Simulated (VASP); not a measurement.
A run of VASP 6.6.1:

Contents of INCAR:

```
  PREC = Accurate
  ENCUT = 520
  EDIFF = 1E-6
  ISMEAR = -1
  SIGMA = 0.03
  LREAL = False
  LASPH = True
  NELM = 60
  ALGO = Normal
  ISIF = 2
  LWAVE = False
  LCHARG = False
  GGA = PS
  NBANDS = 26
```

KPOINTS

```
Automatic mesh
0
Gamma
  6 6 2
```

File POSCAR:

```
MgAs2C
1.0
    3.5064735513      0.0000000000      0.0000000000
    0.0000000000      3.5064735513      0.0000000000
    0.0000000000      0.0000000000     11.9155731266
Mg As C
2 4 2
Direct
    0.5000000000      0.0000000000      0.8460253865
    0.0000000000      0.5000000000      0.1539746135
    0.5000000000      0.5000000000      0.0000000000
    0.0000000000      0.0000000000      0.3209673555
    0.5000000000      0.5000000000      0.5000000000
    0.0000000000      0.0000000000      0.6790326445
    0.5000000000      0.0000000000      0.4120881751
    0.0000000000      0.5000000000      0.5879118249
```

Potentials or basis: VASP PAW PBE potentials, release 64 (Mg, As, C).

Run with:

```sh
$ cat potpaw_PBE.64/Mg/POTCAR potpaw_PBE.64/As/POTCAR potpaw_PBE.64/C/POTCAR > POTCAR
$ mpirun -np 1 vasp_std > vasp.out
```

Hardware: 1 thread of Intel(R) Xeon(R) Platinum 8488C (Sapphire Rapids), with other jobs on the host.

Task: Estimate the wall time of this run.

Result: Run time: 80 s on 1 thread of Intel(R) Xeon(R) Platinum 8488C (Sapphire Rapids), with other jobs on the host, peak memory 0.28 GiB. Counts: scf iterations 13, k points 20.
